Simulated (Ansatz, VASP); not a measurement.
**SiC in VASP and in Ansatz**

```
CELL_PARAMETERS angstrom
0.00000 1.97296 1.97296
1.97296 0.00000 1.97296
1.97296 1.97296 0.00000
ATOMIC_POSITIONS crystal
Si 0.00000 0.00000 0.00000
C 0.50000 0.50000 0.50000
```

Change from the starting cell: volume scaled by 0.94, crystal datasets.

Alike in both runs: task single point; functional r2SCAN; k mesh 17 × 17 × 17; occupations fermi-dirac, width 0.1 eV; no spin polarisation.

|  | VASP | Ansatz |
| --- | --- | --- |
| version | VASP 6.6.1 | Ansatz 0.2.0 |
| potentials or method | VASP PAW PBE potentials, release 64 (Si, C), cutoff 660 eV | all-electron PAW with datasets made for the crystal, scalar-relativistic |

|  | VASP | Ansatz | Ansatz less VASP |
| --- | --- | --- | --- |
| pressure (GPa) | 18.9 | 19.2 | +0.33 |

VASP's potentials were made for PBE, not for r2SCAN. Ansatz ran all-electron here, and VASP with PAW potentials.
